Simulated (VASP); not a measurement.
# CdTe (I-4m2) in VASP: notebook

The runs below take CdTe through single point, with PBE.

All numbers are computed with VASP 6.6.1; they aren't measurements. Logs are shortened: lines on timing, memory, paths and dates and some standing lists are left out, and cuts for length are marked.

## 1. The cell of the first run

It takes space group I-4m2 (No. 119, tetragonal). Conventional cell: a = 4.679 Å, b = 4.679 Å, c = 6.816 Å, α = 90.00°, β = 90.00°, γ = 90.00°. Cd (site symmetry -4m2) has 4 Te at 2.89 Å within 3.8 Å. Te (site symmetry -4m2) has 4 Cd at 2.89 Å within 3.8 Å.

## 2. Single point, PBE (strain +0.000 along x and y, +0.030 along z)

Contents of INCAR:

```
SYSTEM = CdTe
PREC = Accurate
ENCUT = 520
EDIFF = 1E-7
ISMEAR = 0
SIGMA = 0.05
LREAL = .False.
LASPH = .True.
NELM = 60
ALGO = Normal
ISIF = 2
LWAVE = .False.
LCHARG = .False.
GGA = PE
NBANDS = 16
```

Contents of KPOINTS:

```
Automatic mesh
0
Gamma
  10 10 10
  0 0 0
```

Contents of POSCAR:

```
CdTe
1.0
    0.0000000000      3.3086866831      3.4079472836
    3.3086866831      0.0000000000      3.4079472836
    3.3086866831      3.3086866831      0.0000000000
Cd Te
1 1
Direct
    0.0000000000      0.0000000000      0.0000000000
    0.7500000000      0.7500000000      0.7500000000
```

Potentials or basis: VASP PAW PBE potentials, release 64 (Cd, Te).

Command:

```sh
> cat potpaw_PBE.64/Cd/POTCAR potpaw_PBE.64/Te/POTCAR > POTCAR
> mpirun -np 1 vasp_std > vasp.out
```

OUTCAR:

```text
SYSTEM = CdTe
   PREC = Accurate
   ENCUT = 520
   EDIFF = 1E-7
   ISMEAR = 0
   LREAL = .False.
   LASPH = .True.
   NELM = 60
   ISIF = 2
   GGA = PE

 ion  position               nearest neighbor table
   1  0.000  0.000  0.000-   2 2.89   2 2.89   2 2.89   2 2.89
   2  0.750  0.750  0.750-   1 2.89   1 2.89   1 2.89   1 2.89

  LATTYP: Found a body centered tetragonal cell.
 ALAT       =     4.6791895809
 C/A-ratio  =     1.4566399692

  Lattice vectors:

 A1 = (  -3.3086866831,   0.0000000000,   3.4079472836)
 A2 = (   3.3086866831,   0.0000000000,   3.4079472836)
 A3 = (   0.0000000000,   3.3086866831,  -3.4079472836)

Analysis of symmetry for initial positions (statically):
=====================================================================
 Subroutine PRICEL returns:
 Original cell was already a primitive cell.

 Routine SETGRP: Setting up the symmetry group for a
 body centered tetragonal supercell.

 Subroutine GETGRP returns: Found  8 space group operations
 (whereof  8 operations were pure point group operations)
 out of a pool of 16 trial point group operations.

The static configuration has the point symmetry D_2d.

Analysis of symmetry for dynamics (positions and initial velocities):
=====================================================================
 Subroutine PRICEL returns:
 Original cell was already a primitive cell.

 Routine SETGRP: Setting up the symmetry group for a
 body centered tetragonal supercell.

 Subroutine GETGRP returns: Found  8 space group operations
 (whereof  8 operations were pure point group operations)
 out of a pool of 16 trial point group operations.

The dynamic configuration has the point symmetry D_2d.

 Subroutine INISYM returns: Found  8 space group operations
 (whereof  8 operations are pure point group operations),
 and found     1 'primitive' translations

----------------------------------------------------------------------------------------

                                     Primitive cell

  volume of cell :      74.6164

  direct lattice vectors                    reciprocal lattice vectors
     0.000000000  3.308686683  3.407947284    -0.151117361  0.151117361  0.146715884
     3.308686683  0.000000000  3.407947284     0.151117361 -0.151117361  0.146715884
     3.308686683  3.308686683  0.000000000     0.151117361  0.151117361 -0.146715884

  length of vectors
     4.749896026  4.749896026  4.679189581     0.259226666  0.259226666  0.259226666

  position of ions in fractional coordinates (direct lattice)
     0.000000000  0.000000000  0.000000000
     0.750000000  0.750000000  0.750000000

  ion indices of the primitive-cell ions
   primitive index   ion index
                 1           1
                 2           2

----------------------------------------------------------------------------------------

 KPOINTS: Automatic mesh

Automatic generation of k-mesh.
 Grid dimensions read from file:
 generate k-points for:   10   10   10

 Generating k-lattice:

  Cartesian coordinates                     Fractional coordinates (reciprocal lattice)
    -0.015111736  0.015111736  0.014671588     0.100000000  0.000000000  0.000000000
     0.015111736 -0.015111736  0.014671588     0.000000000  0.100000000  0.000000000
     0.015111736  0.015111736 -0.014671588    -0.000000000 -0.000000000  0.100000000

  Length of vectors
     0.025922667  0.025922667  0.025922667

  Shift w.r.t. Gamma in fractional coordinates (k-lattice)
     0.000000000  0.000000000  0.000000000

 Subroutine IBZKPT returns following result:
 ===========================================

 Found    102 irreducible k-points:

 Following reciprocal coordinates:
            Coordinates               Weight
  0.000000  0.000000  0.000000      1.000000
  0.100000 -0.000000  0.000000      8.000000
  0.200000 -0.000000  0.000000      8.000000
  0.300000  0.000000  0.000000      8.000000
  0.400000  0.000000  0.000000      8.000000
  0.500000 -0.000000  0.000000      4.000000
[... 16 lines left out ...]
  0.300000  0.300000  0.000000      2.000000
  0.400000  0.300000  0.000000      8.000000
 [... further k-points ...]
   k-points           NKPTS =    102   k-points in BZ     NKDIM =    102   number of bands    NBANDS=     16
   number of dos      NEDOS =    301   number of ions     NIONS =      2
   total plane-waves  NPLWV =  46656
   dimension x,y,z NGX =    36 NGY =   36 NGZ =   36
   dimension x,y,z NGXF=    72 NGYF=   72 NGZF=   72
   ions per type =               1   1
   NGX,Y,Z   is equivalent  to a cutoff of  12.60, 12.60, 12.79 a.u.
   NGXF,Y,Z  is equivalent  to a cutoff of  25.20, 25.20, 25.58 a.u.
 SYSTEM =  CdTe
   PREC   = accura    normal or accurate (medium, high low for compatibility)
   ISTART =      0    job   : 0-new  1-cont  2-samecut
   ICHARG =      2    charge: 1-file 2-atom 10-const
   ISPIN  =      1    spin polarized calculation?
   LNONCOLLINEAR =      F non collinear calculations
   LSORBIT =      F    spin-orbit coupling
   LASPH  =      T    aspherical Exc in radial PAW
   ENCUT  =  520.0 eV  38.22 Ry    6.18 a.u.   8.83  8.83  8.70*2*pi/ulx,y,z
   NELM   =     60;   NELMIN=  2; NELMDL= -5     # of ELM steps
   EDIFF  = 0.1E-06   stopping-criterion for ELM
   LREAL  =      F    real-space projection
   EDIFFG = 0.1E-05   stopping-criterion for IOM
   NSW    =      0    number of steps for IOM
   IBRION =     -1    ionic relax: 0-MD 1-quasi-New 2-CG
   NFREE  =      0    steps in history (QN), initial steepest desc. (CG)
   ISIF   =      2    stress and relaxation
   ISYM   =      2    0-nonsym 1-usesym 2-fastsym
   POTIM  = 0.5000    time-step for ionic-motion
   TEBEG  =    0.0;   TEEND  =   0.0 temperature during run
   PSTRESS=    0.0 pullay stress
   NELECT =      18.0000    total number of electrons
   NUPDOWN=      -1.0000    fix difference up-down
   EMIN   =  10.00;   EMAX   =-10.00  energy-range for DOS
   EFERMI =   0.00;   METHOD = LEGACY
   ISMEAR =     0;   SIGMA  =   0.05  broadening in eV -4-tet -1-fermi 0-gaus
   EFERMI_NEDOS =   21; number of points for ismear=-14 and -15
   IALGO  =     38    algorithm
   IMIX   =      4    mixing-type and parameters
     AMIX     =   0.40;   BMIX     =  1.00
     AMIX_MAG =   1.60;   BMIX_MAG =  1.00
  volume/ion in A,a.u.               =      37.31       251.77
  Fermi-wavevector in a.u.,A,eV,Ry     =   1.019110  1.925838 14.130802  1.038585
  Thomas-Fermi vector in A             =   2.152605
   LORBIT       =      0    0 simple, 1 ext, 2 COOP (PROOUT), +10 PAW based schemes
   GGA     = PE    functional components
   LHFCALC =     F    Hartree Fock is set to
   AEXX    =    0.0000 exact exchange contribution
   IVDW    =     0    specifies the selected vdW correction
   LEPSILON=     F    determine dielectric tensor
   LRPA    =     F    only Hartree local field effects (RPA)
 non-spin polarized calculation
 Gauss-broadening in eV      SIGMA  =   0.05
  energy-cutoff  :      520.00
  volume of cell :       74.62
 maximum number of plane-waves:      2036
   NGX = 17   NGY = 17   NGZ = 17

 number of electron      17.9999999 magnetization

 Free energy of the ion-electron system (eV)
  ---------------------------------------------------
  ext. energy  EPLUGINS =         0.00000000
  ---------------------------------------------------
  free energy    TOTEN  =        -4.80516348 eV

  energy without entropy =       -4.80516348  energy(sigma->0) =       -4.80516348

 E-fermi :   1.7810     XC(G=0):  -8.1843

 val. band max:        1.5872307049   @ k =   0.0000   0.0000   0.0000
 cond. band min:       2.0510925953   @ k =   0.0000   0.0000   0.0000
 fundamental gap:      0.4638618903
 Fermi energy:         1.7810275916

 k-point     1 :       0.0000    0.0000    0.0000
  band No.  band energies     occupation
      1      -9.1324      2.00000
      2      -6.4589      2.00000
      3      -6.4518      2.00000
      4      -6.4518      2.00000
      5      -6.2568      2.00000
      6      -6.2557      2.00000
[... 8 lines left out ...]
     15      10.5421      0.00000
     16      10.9447      0.00000

 k-point     2 :       0.1000   -0.0000    0.0000
  band No.  band energies     occupation
      1      -9.1019      2.00000
      2      -6.4516      2.00000
      3      -6.4463      2.00000
      4      -6.4280      2.00000
      5      -6.2569      2.00000
      6      -6.2563      2.00000
[... 8 lines left out ...]
     15      10.1046      0.00000
     16      10.4151      0.00000

 k-point     3 :       0.2000   -0.0000    0.0000
  band No.  band energies     occupation
      1      -9.0220      2.00000
      2      -6.4376      2.00000
      3      -6.4326      2.00000
      4      -6.3471      2.00000
      5      -6.2572      2.00000
      6      -6.2560      2.00000
[... 8 lines left out ...]
     15      10.0035      0.00000
     16      10.0127      0.00000

 k-point     4 :       0.3000    0.0000    0.0000
  band No.  band energies     occupation
      1      -8.9238      2.00000
      2      -6.4227      2.00000
      3      -6.4172      2.00000
      4      -6.2564      2.00000
      5      -6.2551      2.00000
      6      -6.2069      2.00000
[... 8 lines left out ...]
     15      10.1385      0.00000
     16      10.1437      0.00000
[... 324 lines left out ...]
 k-point    22 :      -0.2000    0.2000    0.0000
  band No.  band energies     occupation
      1      -8.8893      2.00000
      2      -6.4105      2.00000
      3      -6.4062      2.00000
      4      -6.2648      2.00000
      5      -6.2646      2.00000
      6      -6.1514      2.00000
[... 8 lines left out ...]
     15      10.9172      0.00000
     16      11.4825      0.00000

 k-point    23 :       0.3000    0.3000    0.0000
  band No.  band energies     occupation
      1      -8.8639      2.00000
      2      -6.3755      2.00000
      3      -6.3755      2.00000
      4      -6.3072      2.00000
      5      -6.2421      2.00000
      6      -6.1633      2.00000
[... 8 lines left out ...]
     15      11.6332      0.00000
     16      12.5193      0.00000

 k-point    24 :       0.4000    0.3000    0.0000
  band No.  band energies     occupation
      1      -8.8038      2.00000
      2      -6.3666      2.00000
      3      -6.3605      2.00000
      4      -6.3028      2.00000
      5      -6.2406      2.00000
      6      -6.0508      2.00000
[... 8 lines left out ...]
     15      11.9300      0.00000
     16      12.7503      0.00000

 [... further k-points ...]

------------------------ aborting loop because EDIFF is reached ----------------------------------------

  FORCE on cell =-STRESS in cart. coord.  units (eV):
  Direction    XX          YY          ZZ          XY          YZ          ZX
  --------------------------------------------------------------------------------------
  -------------------------------------------------------------------------------------
  Total       -0.3232745     -0.3232745     -0.5689267      0.0000000     -0.0000000      0.0000000
  in kB       -6.9414127     -6.9414127    -12.2161045      0.0000000     -0.0000000      0.0000000
  external PRESSURE =      -8.6996433 kB  Pullay stress =       0.0000000 kB

 VOLUME and BASIS-vectors are now :
 -----------------------------------------------------------------------------
  energy-cutoff  :      520.00
  volume of cell :       74.62
      direct lattice vectors                 reciprocal lattice vectors
     0.000000000  3.308686683  3.407947284    -0.151117361  0.151117361  0.146715884
     3.308686683  0.000000000  3.407947284     0.151117361 -0.151117361  0.146715884
     3.308686683  3.308686683  0.000000000     0.151117361  0.151117361 -0.146715884

 POSITION                                       TOTAL-FORCE (eV/Angst)
 -----------------------------------------------------------------------------------
      0.00000      0.00000      0.00000         0.000000      0.000000      0.000000
      4.96303      4.96303      5.11192        -0.000000     -0.000000     -0.000000
 -----------------------------------------------------------------------------------
    total drift:                                0.000001      0.000001      0.000000

  FREE ENERGIE OF THE ION-ELECTRON SYSTEM (eV)
  ---------------------------------------------------
  free  energy   TOTEN  =        -4.8051634801 eV

  energy  without entropy=       -4.8051634801  energy(sigma->0) =       -4.80516348
```

Run time: 43 s. Hardware: 1 thread of Intel Xeon 6975P-C (Granite Rapids), shared host; peak memory 0.28 GiB.

Results:

```
Free energy            : -4.8052 eV
Pressure               : -0.9 GPa
Band gap on the k mesh : 0.46 eV
```

Caveat: the cell differs from its parent crystal (strain +0.000 along x and y, +0.030 along z); spin-orbit coupling is left out, which moves the levels of the heavy elements.

## 3. Single point, PBE (strain +0.015 along x and y, +0.000 along z)

Contents of INCAR:

```
PREC = Accurate
ENCUT = 520
EDIFF = 1E-6
ISMEAR = 0
SIGMA = 0.05
LREAL = False
LASPH = True
NELM = 60
ALGO = Normal
ISIF = 2
LWAVE = False
LCHARG = True
GGA = PE
LELF = True
LVHAR = True
NBANDS = 16
```

Contents of KPOINTS:

```
regular mesh
0
Gamma
  10 10 10
```

Contents of POSCAR:

```
CdTe
1.0
    0.0000000000      3.3583169833      3.3086866831
    3.3583169833      0.0000000000      3.3086866831
    3.3583169833      3.3583169833      0.0000000000
Cd Te
1 1
Direct
    0.0000000000      0.0000000000      0.0000000000
    0.7500000000      0.7500000000      0.7500000000
```

Potentials or basis: VASP PAW PBE potentials, release 64 (Cd, Te).

Command:

```sh
> cat potpaw_PBE.64/Cd/POTCAR potpaw_PBE.64/Te/POTCAR > POTCAR
> mpirun -np 1 vasp_std > vasp.out
```

It took 41 s on 1 thread of Intel Xeon 6975P-C (Granite Rapids), shared host; peak memory 0.28 GiB.

It converged, with:

```
Free energy            : -4.8069 eV
Pressure               : -0.9 GPa
Band gap on the k mesh : 0.47 eV
```

Stress tensor (GPa, compression positive):
```
-0.94  0.00  0.00
 0.00 -0.94  0.00
 0.00  0.00 -0.70
```

Levels at points of the mesh, in eV from the valence-band top:
```tsv
k point	band 6	band 7	band 8	band 9	band 10	band 11	band 12	band 13
(0.00, 0.00, 0.00)	-7.84	-0.04	-0.04	0.00	0.47	4.62	4.63	4.63
(0.50, 0.00, 0.00)	-7.56	-3.96	-0.71	-0.64	1.69	5.15	5.22	6.93
(0.50, 0.50, 0.00)	-7.43	-3.87	-1.64	-1.64	2.56	2.74	8.40	8.64
(0.50, 0.00, 0.50)	-7.45	-3.93	-1.59	-1.57	2.67	2.79	8.30	8.58
```

Caveat: the cell differs from its parent crystal (strain +0.015 along x and y, +0.000 along z); spin-orbit coupling is left out, which moves the levels of the heavy elements.

## 4. Single point, PBE (strain +0.015 along x and y, +0.030 along z)

Contents of INCAR:

```
ALGO = Normal
EDIFF = 1E-6
ENCUT = 520
GGA = PE
ISIF = 2
ISMEAR = 0
LASPH = True
LCHARG = False
LREAL = False
LWAVE = False
NBANDS = 16
NELM = 60
PREC = Accurate
SIGMA = 0.05
```

Contents of KPOINTS:

```
k-points
0
Gamma
  10 10 10
```

Contents of POSCAR:

```
CdTe
1.0
    0.0000000000      3.3583169833      3.4079472836
    3.3583169833      0.0000000000      3.4079472836
    3.3583169833      3.3583169833      0.0000000000
Cd Te
1 1
Direct
    0.0000000000      0.0000000000      0.0000000000
    0.7500000000      0.7500000000      0.7500000000
```

Command:

```sh
> cat potpaw_PBE.64/Cd/POTCAR potpaw_PBE.64/Te/POTCAR > POTCAR
> mpirun -np 1 vasp_std > vasp.out
```

Run time: 39 s. Hardware: 1 thread of Intel Xeon 6975P-C (Granite Rapids), shared host; peak memory 0.29 GiB.

The run converged. Its results:

- Free energy: -4.7886 eV
- Pressure: -1.7 GPa
- Band gap on the k mesh: 0.40 eV

Stress tensor (GPa, compression positive):
```
-1.62  0.00  0.00
 0.00 -1.62  0.00
 0.00  0.00 -1.88
```

Levels at points of the mesh, in eV from the valence-band top:
| k point | band 5 | band 6 | band 7 | band 8 | band 9 | band 10 | band 11 | band 12 | band 13 | band 14 |
| --- | --- | --- | --- | --- | --- | --- | --- | --- | --- | --- |
| (0.00, 0.00, 0.00) | -7.77 | -7.77 | -0.04 | 0.00 | 0.00 | 0.40 | 4.65 | 4.65 | 4.65 | 7.27 |
| (0.50, 0.00, 0.00) | -7.77 | -7.51 | -3.80 | -0.66 | -0.60 | 1.67 | 5.16 | 5.24 | 6.87 | 8.26 |
| (0.50, 0.50, 0.00) | -7.75 | -7.42 | -3.81 | -1.46 | -1.46 | 2.70 | 2.87 | 8.15 | 8.50 | 8.50 |
| (0.50, 0.00, 0.50) | -7.75 | -7.40 | -3.75 | -1.53 | -1.51 | 2.60 | 2.82 | 8.24 | 8.45 | 8.54 |

Caveat: the cell differs from its parent crystal (strain +0.015 along x and y, +0.030 along z); spin-orbit coupling is left out, which moves the levels of the heavy elements.

## 5. Single point, PBE (strain +0.030 along x and y, +0.015 along z)

Contents of INCAR:

```
SYSTEM = CdTe
ALGO = Normal
EDIFF = 1E-6
ENCUT = 520
GGA = PE
ISIF = 2
ISMEAR = 0
LASPH = .True.
LCHARG = .True.
LELF = .True.
LREAL = .False.
LVHAR = .True.
LWAVE = .False.
NBANDS = 16
NELM = 80
PREC = Accurate
SIGMA = 0.05
```

Contents of KPOINTS:

```
k-points
0
Gamma
  10 10 10
  0 0 0
```

Contents of POSCAR:

```
CdTe
1.0
    0.0000000000      3.4079472836      3.3583169833
    3.4079472836      0.0000000000      3.3583169833
    3.4079472836      3.4079472836      0.0000000000
Cd Te
1 1
Direct
    0.0000000000      0.0000000000      0.0000000000
    0.7500000000      0.7500000000      0.7500000000
```

Command:

```sh
> cat potpaw_PBE.64/Cd/POTCAR potpaw_PBE.64/Te/POTCAR > POTCAR
> mpirun -np 1 vasp_std > vasp.out
```

Wall time 42 s (1 thread of Intel Xeon 6975P-C (Granite Rapids), shared host); peak memory 0.29 GiB.

Results (log left out):

```
Free energy            : -4.7751 eV
Pressure               : -2.1 GPa
Band gap on the k mesh : 0.34 eV
```

Stress tensor (GPa, compression positive):
```
-2.17  0.00  0.00
 0.00 -2.17  0.00
 0.00  0.00 -1.91
```

Levels at points of the mesh, in eV from the valence-band top:
```tsv
k point	band 7	band 8	band 9	band 10	band 11	band 12
(0.00, 0.00, 0.00)	-0.04	-0.04	0.00	0.34	4.63	4.64
(0.50, 0.00, 0.00)	-3.74	-0.65	-0.59	1.64	5.15	5.22
(0.50, 0.50, 0.00)	-3.68	-1.51	-1.51	2.54	2.82	8.19
(0.50, 0.00, 0.50)	-3.74	-1.46	-1.45	2.64	2.86	8.10
```

Caveat: the cell differs from its parent crystal (strain +0.030 along x and y, +0.015 along z); spin-orbit coupling is left out, which moves the levels of the heavy elements.

## 6. Summary

| cell | gap on the mesh (eV) | pressure (GPa) |
| --- | --- | --- |
| a = 4.750, b = 4.750, c = 4.679 Å, angles 60.5, 60.5, 59.0°, 2 atoms | 0.46 | -0.9 |
| a = 4.714, b = 4.714, c = 4.749 Å, angles 59.8, 59.8, 60.5°, 2 atoms | 0.47 | -0.9 |
| a = 4.785, b = 4.785, c = 4.749 Å, angles 60.2, 60.2, 59.5°, 2 atoms | 0.40 | -1.7 |
| a = 4.785, b = 4.785, c = 4.820 Å, angles 59.8, 59.8, 60.5°, 2 atoms | 0.34 | -2.1 |

Alike in all rows: task single point; level PBE; potentials or basis VASP PAW PBE potentials, release 64 (Cd, Te); no spin polarisation; k mesh 10 × 10 × 10; cutoff (eV) 520; smearing gaussian 0.05 eV.

Caveats: spin-orbit coupling is left out, which moves the levels of the heavy elements.

Absolute energies hang on the potentials; compare differences alone.
